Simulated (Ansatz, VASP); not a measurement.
## One calculation of Mo, two programs

The input INCAR:

```
PREC = Accurate ; ENCUT = 520
EDIFF = 1E-7 ; ISMEAR = 0
SIGMA = 0.15 ; LREAL = False
LASPH = True ; NELM = 80
ALGO = Fast ; ISIF = 2
LWAVE = False ; LCHARG = True
GGA = PE ; LELF = True
LVHAR = True ; NBANDS = 21
```

The input KPOINTS:

```
Automatic mesh
0
Gamma
  24 24 14
```

The input POSCAR:

```
Mo
1.0
   -1.5802194352      1.5802194352      1.5802194352
    1.5802194352     -1.5802194352      1.5802194352
    3.1604388703      3.1604388703      0.0000000000
Mo
2
Direct
    0.0593272035      0.0593272035      0.0000000000
    0.4406727965      0.4406727965      0.5000000000
```

Input for Ansatz:

```yaml
crystal:
  lattice:
    - [-1.5802194352, 1.5802194352, 1.5802194352]
    - [1.5802194352, -1.5802194352, 1.5802194352]
    - [3.1604388703, 3.1604388703, 0.0]
  atoms:
    - { symbol: Mo, position: [0.0593272035, 0.0593272035, 0.0] }
    - { symbol: Mo, position: [0.4406727965, 0.4406727965, 0.5] }
basis:
  ecutwfc: 420
kpoints:
  mp_grid: { grid: [24, 24, 14] }
hamiltonian:
  xc: pbe
scf:
  occupations: { method: gaussian, width: 0.15 }
output:
  forces: true
  stress: true
  eigenvalues: true
```

Change from the starting cell: mode 4 (132.6 1/cm) frozen in, largest displacement +0.188 Å.

Alike in both runs: task single point; functional PBE; k mesh 24 × 24 × 14; occupations gaussian, width 0.15 eV; no spin polarisation.

```csv
,VASP,Ansatz
version,VASP 6.6.1,Ansatz 0.2.0
potentials or method,"VASP PAW PBE potentials, release 64 (Mo_sv), cutoff 520 eV","scalar-relativistic, plane waves, PAW"
valence electrons in the cell,28,28
```

VASP gave:

```
gap on the k mesh at the Fermi level (eV)                     : none
pressure (GPa)                                                : 5.8
traceless stress, the component that is largest in VASP (GPa) : 5.20
rms of the force components (eV/Å)                            : 1.057
```

Estimate Ansatz's values.

gap on the k mesh at the Fermi level (eV): none; pressure (GPa): 5.2; traceless stress, the component that is largest in VASP (GPa): 5.09; rms of the force components (eV/Å): 1.047.

Atom by atom the forces differ by 0.010 eV/Å (rms over components). A gap of «none» marks a metal or a gap that the smearing closes.
